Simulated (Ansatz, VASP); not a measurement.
SnO in VASP and in Ansatz

The input INCAR:

```
SYSTEM = SnO
PREC = Accurate
ENCUT = 520
EDIFF = 1E-7
ISMEAR = 0
SIGMA = 0.05
LREAL = .False.
LASPH = .True.
NELM = 60
ALGO = Normal
ISIF = 2
LWAVE = .False.
LCHARG = .False.
LDIPOL = .True.
IDIPOL = 3
DIPOL = 0.5 0.5 0.401
GGA = PE
IVDW = 12
NBANDS = 50
```

The input KPOINTS:

```
Automatic mesh
0
Gamma
  7 7 1
  0 0 0
```

File POSCAR:

```
SnO
1.0
    3.8206509079      0.0000053603      0.0000000000
   -0.0000052472      3.8206509079      0.0000000000
    0.0000000000      0.0000000000     22.2280089981
Sn O
4 4
Direct
    0.9998502662      0.9998502662      0.2024472817
    0.4998491692      0.4998491692      0.3087997895
    0.8748491692      0.8748491692      0.4932517573
    1.3748502662      1.3748502662      0.5996042650
    0.9998512723      0.4998508145      0.2556235141
    0.4998508145      0.9998512723      0.2556235141
    0.8748481630      1.3748486208      0.5464279896
    1.3748486208      0.8748481630      0.5464279896
```

Input for Ansatz:

```yaml
crystal:
  lattice:
    - [3.8206509079, 5.3603e-06, 0.0]
    - [-5.2472e-06, 3.8206509079, 0.0]
    - [0.0, 0.0, 22.2280089981]
  atoms:
    - { symbol: Sn, position: [0.9998502662, 0.9998502662, 0.2024472817] }
    - { symbol: O, position: [0.9998512723, 0.4998508145, 0.2556235141] }
    - { symbol: O, position: [0.4998508145, 0.9998512723, 0.2556235141] }
    - { symbol: Sn, position: [0.4998491692, 0.4998491692, 0.3087997895] }
    - { symbol: Sn, position: [0.8748491692, 0.8748491692, 0.4932517573] }
    - { symbol: O, position: [0.874848163, 1.3748486208, 0.5464279896] }
    - { symbol: O, position: [1.3748486208, 0.874848163, 0.5464279896] }
    - { symbol: Sn, position: [1.3748502662, 1.3748502662, 0.599604265] }
basis:
  ecutwfc: 420
kpoints:
  mp_grid: { grid: [7, 7, 1] }
hamiltonian:
  xc: pbe
  dispersion: d3bj
scf:
  occupations: { method: gaussian, width: 0.05 }
output:
  forces: true
  eigenvalues: true
efield:
  axis: 3
  dipole_correction: true
  ramp_width: 0.04
```

Alike in both runs: task single point; functional PBE; dispersion D3(BJ); k mesh 7 × 7 × 1; occupations gaussian, width 0.05 eV; no spin polarisation.

|  | VASP | Ansatz |
| --- | --- | --- |
| version | VASP 6.6.1 | Ansatz 0.2.0 |
| potentials or method | VASP PAW PBE potentials, release 64 (Sn_d, O), cutoff 520 eV | scalar-relativistic, plane waves, PAW |
| valence electrons in the cell | 80 | 80 |

Ansatz gave:

```
gap on the k mesh at the Fermi level (eV) : 2.59
least direct gap on the mesh (eV)         : 2.60
rms of the force components (eV/Å)        : 0.025
```

Question: What did VASP give for the same quantities?

Answer: gap on the k mesh at the Fermi level (eV): 2.54; least direct gap on the mesh (eV): 2.56; rms of the force components (eV/Å): 0.052.
